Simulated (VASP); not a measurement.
A run of VASP 6.6.1 is set up as follows.

POSCAR

```
Hf
1.0
    5.1442388390      0.0000000000      0.0000000000
   -2.5721194195      4.4550415177      0.0000000000
    0.0000000000      0.0000000000      2.7087586204
Hf
2
Direct
    0.3333333333      0.6666666667      0.0000000000
    0.6666666667      0.3333333333      0.0000000000
```

Contents of INCAR.step1:

```
PREC = Accurate
ENCUT = 600
ISMEAR = 0
SIGMA = 0.1
LREAL = False
LASPH = True
NELM = 100
GGA = PE
ALGO = Normal
EDIFF = 1E-4
LWAVE = True
LCHARG = False
```

Contents of INCAR.step2:

```
PREC = Accurate
ENCUT = 600
EDIFF = 1E-6
ISMEAR = 0
SIGMA = 0.1
LREAL = False
LASPH = True
NELM = 100
ALGO = Normal
ISIF = 3
LWAVE = False
LCHARG = False
METAGGA = R2SCAN
LMIXTAU = True
IBRION = 2
NSW = 100
EDIFFG = -0.01
ISTART = 1
```

The input KPOINTS:

```
Automatic mesh
0
Gamma
  12 12 20
```

Potentials or basis: VASP PAW PBE potentials, release 64 (Hf_pv).

The run is started by

```console
$ cat potpaw_PBE.64/Hf_pv/POTCAR > POTCAR
$ cp INCAR.step1 INCAR
$ mpirun -np 1 vasp_std > vasp.out
$ cp INCAR.step2 INCAR
$ mpirun -np 1 vasp_std > vasp.out
```

Task: Predict the relaxed cell.

Result: a = 5.142 Å, b = 5.142 Å, c = 2.706 Å, α = 90.00°, β = 90.00°, γ = 120.00°.

Task: Predict the relaxed volume.

Result: 30.98 Å³/atom.

Task: Estimate the band gap on the k mesh.

Result: Zero (bands 10 and 11 overlap by 1.75 eV).

Final structure:
```
Hf
1.0
     5.14197    0.00000    0.00000
    -2.57099    4.45308    0.00000
     0.00000    0.00000    2.70619
Hf
2
Direct
  0.33333 0.66667 0.00000
  0.66667 0.33333 0.00000
```

Caveat: the PAW data sets were made with another functional, which shifts forces and pressure a little; spin-orbit coupling is left out, which moves the levels of the heavy elements.
